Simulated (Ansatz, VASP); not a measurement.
# NaTaO: VASP beside Ansatz

File INCAR:

```
  ALGO = Normal
  EDIFF = 1E-6
  ENCUT = 600
  GGA = PE
  GGA_COMPAT = False
  ISIF = 2
  ISMEAR = 0
  LASPH = True
  LCHARG = True
  LELF = True
  LREAL = False
  LVHAR = True
  LWAVE = False
  NBANDS = 33
  NELM = 120
  PREC = Accurate
  SIGMA = 0.1
```

The input KPOINTS:

```
k-points
0
Gamma
  6 6 2
```

POSCAR

```
NaTaO
1.0
    3.0303162518      0.0000000000      0.0000000000
   -1.5151581259      2.6243308556      0.0000000000
    0.0000000000      0.0000000000     11.3521520342
Na Ta O
2 2 2
Direct
    0.6666666667      0.3333333333      0.3640695750
    0.3333333333      0.6666666667      0.6359304250
    0.3333333333      0.6666666667      0.1065416157
    0.6666666667      0.3333333333      0.8934583843
    0.0000000000      0.0000000000      0.2193588319
    0.0000000000      0.0000000000      0.7806411681
```

Input for Ansatz:

```yaml
crystal:
  lattice:
    - [3.0303162518, 0.0, 0.0]
    - [-1.5151581259, 2.6243308556, 0.0]
    - [0.0, 0.0, 11.3521520342]
  atoms:
    - { symbol: Na, position: [0.6666666667, 0.3333333333, 0.364069575] }
    - { symbol: Na, position: [0.3333333333, 0.6666666667, 0.635930425] }
    - { symbol: Ta, position: [0.3333333333, 0.6666666667, 0.1065416157] }
    - { symbol: Ta, position: [0.6666666667, 0.3333333333, 0.8934583843] }
    - { symbol: O, position: [0.0, 0.0, 0.2193588319] }
    - { symbol: O, position: [0.0, 0.0, 0.7806411681] }
basis:
  ecutwfc: 420
kpoints:
  mp_grid: { grid: [6, 6, 2] }
hamiltonian:
  xc: pbe
scf:
  occupations: { method: gaussian, width: 0.1 }
  lower_state_search: "off"
output:
  forces: true
  stress: true
  eigenvalues: true
```

Alike in both runs: task single point; functional PBE; k mesh 6 × 6 × 2; occupations gaussian, width 0.1 eV; no spin polarisation.

```csv
,VASP,Ansatz
version,VASP 6.6.1,Ansatz 0.2.0
potentials or method,"VASP PAW PBE potentials, release 64 (Na_pv, Ta_pv, O), cutoff 600 eV","scalar-relativistic, plane waves, PAW"
valence electrons in the cell,48,56
```

```tsv
	VASP	Ansatz	Ansatz less VASP
gap on the k mesh at the Fermi level (eV)	none	none	-
pressure (GPa)	0.2	0.1	-0.13
traceless stress, the component that is largest in VASP (GPa)	0.50	0.54	+0.037
rms of the force components (eV/Å)	0.011	0.022	+0.0116
```

Atom by atom the forces differ by 0.021 eV/Å (rms over components). A gap of «none» marks a metal or a gap that the smearing closes. VASP's potentials hold 48 valence electrons a cell and Ansatz's 56, so a difference there can come from the potentials and not from the codes.

The k mesh is coarse, so the values compare programs but aren't converged. Spin-orbit coupling is off throughout.
